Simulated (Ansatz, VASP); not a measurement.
# One calculation of InSb, two programs

INCAR

```
SYSTEM = InSb
PREC = Accurate ; ENCUT = 520
EDIFF = 1E-8 ; ISMEAR = -1
SIGMA = 0.08 ; LREAL = .False.
LASPH = .True. ; NELM = 60
ALGO = Normal ; ISIF = 2
LWAVE = .False. ; LCHARG = .False.
GGA = PE ; LEFG = .True.
NBANDS = 26
```

File KPOINTS:

```
regular mesh
0
Gamma
  6 6 11
  0 0 0
```

Contents of POSCAR:

```
InSb
1.0
    5.3570000000      0.0000000000      0.0000000000
    0.0000000000      5.7120000000      0.0000000000
    0.0000000000      0.0000000000      3.1548900000
In Sb
2 2
Direct
    0.0000000000      0.0000000000      0.0000000000
    0.5000000000      0.5000000000      0.0000000000
    0.5000000000      0.0000000000      0.8350000000
    0.0000000000      0.5000000000      0.1650000000
```

Input for Ansatz:

```yaml
crystal:
  lattice:
    - [5.357, 0.0, 0.0]
    - [0.0, 5.712, 0.0]
    - [0.0, 0.0, 3.15489]
  atoms:
    - { symbol: In, position: [0.0, 0.0, 0.0] }
    - { symbol: In, position: [0.5, 0.5, 0.0] }
    - { symbol: Sb, position: [0.5, 0.0, 0.835] }
    - { symbol: Sb, position: [0.0, 0.5, 0.165] }
kpoints:
  mp_grid: { grid: [6, 6, 11] }
scf:
  occupations: { method: fermi_dirac, width: 0.08 }
hamiltonian:
  xc: pbe
  pseudopotentials: { kind: paw }
output:
  forces: true
  stress: true
  eigenvalues: true
  efg: { contact_densities: true }
```

Change from the starting cell: zz strain of +3 %, PAW files.

Alike in both runs: task electric field gradients; functional PBE; k mesh 6 × 6 × 11; occupations fermi-dirac, width 0.08 eV; no spin polarisation.

|  | VASP | Ansatz |
| --- | --- | --- |
| version | VASP 6.6.1 | Ansatz 0.2.0 |
| potentials or method | VASP PAW PBE potentials, release 64 (In_d, Sb) | PAW with Ansatz's default frozen-core files, scalar-relativistic |
| plane-wave cutoff (eV) | 520 | 420 |
| valence electrons in the cell | 36 | 56 |

|  | VASP | Ansatz | Ansatz less VASP |
| --- | --- | --- | --- |
| pressure (GPa) | 15.2 | 15.2 | +0.01 |
| traceless stress, the component that is largest in VASP (GPa) | 12.64 | 12.66 | +0.028 |
| rms of the force components (eV/Å) | 0.357 | 0.357 | +0.0003 |
| size of Vzz on the site where it differs most (V/Å²) | 92.5 | 84.3 | -8.21 |

Atom by atom the forces differ by 0.001 eV/Å (rms over components). The functional is the same, so the differences come from potentials, cutoffs and numerics. VASP's potentials hold 36 valence electrons a cell and Ansatz's 56, so a difference there can come from the potentials and not from the codes.

Neither program's run includes spin-orbit coupling.
